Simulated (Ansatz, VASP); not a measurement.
## One calculation of Te, two programs

The input INCAR:

```
SYSTEM = Te
PREC = Accurate
ENCUT = 520
EDIFF = 1E-6
ISMEAR = -1
SIGMA = 0.05
LREAL = .FALSE.
LASPH = .TRUE.
NELM = 150
ALGO = Normal
ISIF = 2
LWAVE = .FALSE.
LCHARG = .FALSE.
LNONCOLLINEAR = .TRUE.
MAGMOM = 0 0 0 0 0 0 0 0 0
LORBIT = 11
LSORBIT = .TRUE.
GGA_COMPAT = .FALSE.
LORBMOM = .TRUE.
GGA = PS
NBANDS = 31
```

The input KPOINTS:

```
regular mesh
0
G
  5 5 4
  0 0 0
```

Contents of POSCAR:

```
Te
1.0
    4.4540000000      0.0000000000      0.0000000000
   -2.2270000000      3.8572771485      0.0000000000
    0.0000000000      0.0000000000      5.9240000000
Te
3
Direct
    0.7310000000      0.7310000000      0.0000000000
    0.0000000000      0.2690000000      0.6666666667
    0.2690000000      0.0000000000      0.3333333333
```

input.yaml

```yaml
crystal:
  lattice:
    - [4.454, 0.0, 0.0]
    - [-2.227, 3.8572771485, 0.0]
    - [0.0, 0.0, 5.924]
  atoms:
    - { symbol: Te, position: [0.731, 0.731, 0.0] }
    - { symbol: Te, position: [0.0, 0.269, 0.6666666667] }
    - { symbol: Te, position: [0.269, 0.0, 0.3333333333] }
kpoints:
  mp_grid: { grid: [5, 5, 4] }
  band_path:
    path:
      - [0.0, 0.0, 0.0]
      - [0.5, 0.0, 0.0]
      - [0.3333333333, 0.3333333333, 0.0]
      - [0.0, 0.0, 0.0]
      - [0.0, 0.0, 0.5]
      - [0.5, 0.0, 0.5]
      - [0.3333333333, 0.3333333333, 0.5]
      - [0.0, 0.0, 0.5]
    npoints: 12
scf:
  occupations: { method: fermi_dirac, width: 0.05 }
hamiltonian:
  xc: pbesol
  pseudopotentials: { kind: all_electron, lapw: { basis_error: 0.002 } }
magnetization:
  noncollinear: true
  spin_orbit: true
output:
  forces: true
  stress: true
  eigenvalues: true
```

Alike in both runs: functional PBEsol; k mesh 5 × 5 × 4; occupations fermi-dirac, width 0.05 eV; non-collinear spin, spin-orbit coupling.

|  | VASP | Ansatz |
| --- | --- | --- |
| version | VASP 6.6.1 | Ansatz 0.2.0 |
| potentials or method | VASP PAW PBE potentials, release 64 (Te), cutoff 520 eV | all-electron LAPW, relativistic spinors |
| task | single point | band structure |

|  | VASP | Ansatz | Ansatz less VASP |
| --- | --- | --- | --- |
| pressure (GPa) | -0.5 | -0.6 | -0.06 |
| traceless stress, the component that is largest in VASP (GPa) | 0.39 | 0.35 | -0.041 |
| rms of the force components (eV/Å) | 0.083 | 0.066 | -0.0169 |
| net moment per atom (μB) | 0.00 | 0.00 | 0.000 |

VASP's potentials were made for PBE, not for PBEsol. Atom by atom the forces differ by 0.017 eV/Å (rms over components). Ansatz ran all-electron here, and VASP with PAW potentials.

Noted on Ansatz's run: the k mesh is thin for a metal, which can move the energy by tens of meV per atom.
